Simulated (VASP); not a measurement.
Crystal: SnIr3.

```
Sn Ir
1.0
     2.78703    1.60909    3.07744
    -2.78703    1.60909    3.07744
     0.00000   -3.21818    3.07744
Sn Ir
1 3
Cartesian
  0.0000 0.0000 0.0000
  0.0000 -1.6091 1.5387
  1.3935 0.8045 1.5387
  -1.3935 0.8045 1.5387
```

- Program: VASP 6.6.1
- Task: relaxation of cell and atoms
- Functional: PBE
- Potentials or basis: VASP PAW PBE potentials, release 64 (Sn_d, Ir)
- Cutoff: 600 eV
- k mesh: 6 × 6 × 6
- Occupations: gaussian, width 0.1 eV
- Spin: no spin polarisation

At the start: pressure 62.6 GPa; volume 20.70 Å³/atom.

How do energy, volume and symmetry change on relaxing?

Over 17 steps the energy falls by 2460.4 meV/atom and the volume is 25.91 Å³/atom (+25.2 %); space group R-3m (No. 166, to 0.05 Å).

The path:
```tsv
step	energy change (eV)	largest force (eV/Å)	pressure (GPa)	volume (Å³)
1	0.0000	0.0000	62.61	82.81
2	1.3283	0.0000	-11.55	218.06
3	-5.5803	0.0000	-8.68	124.73
4	-5.6800	0.0000	-6.70	120.74
5	-5.7128	0.0000	-4.76	117.55
6	-8.3977	0.0000	-6.72	111.00
7	9.3023	0.0000	141.32	78.01
8	-9.2269	0.0000	-5.42	107.81
9	-9.4560	0.0000	11.13	98.08
10	-9.8154	0.0000	-0.06	103.07
11	-9.8323	0.0000	1.48	102.18
12	-9.8291	0.0000	2.23	101.77
13	-9.8081	0.0000	-2.90	106.77
14	-9.8409	0.0000	0.17	103.61
15	-9.8409	0.0000	0.22	103.57
16	-9.8413	0.0000	-0.15	103.71
17	-9.8415	0.0000	-0.02	103.66
```

Final structure:
```cif
data_structure
_symmetry_space_group_name_H-M 'P 1'
_symmetry_Int_Tables_number 1
_cell_length_a 5.4969
_cell_length_b 5.4969
_cell_length_c 5.4969
_cell_angle_alpha 54.955
_cell_angle_beta 54.955
_cell_angle_gamma 54.955
_cell_volume 103.66
loop_
_atom_site_label
_atom_site_type_symbol
_atom_site_fract_x
_atom_site_fract_y
_atom_site_fract_z
_atom_site_occupancy
Sn1 Sn 0.00000 0.00000 0.00000 1
Ir1 Ir 0.00000 0.00000 0.50000 1
Ir2 Ir 0.50000 0.00000 0.00000 1
Ir3 Ir 0.00000 0.50000 0.00000 1
```

Caveat: the volume moved by over 15 % at a fixed basis, so the end points are rough.
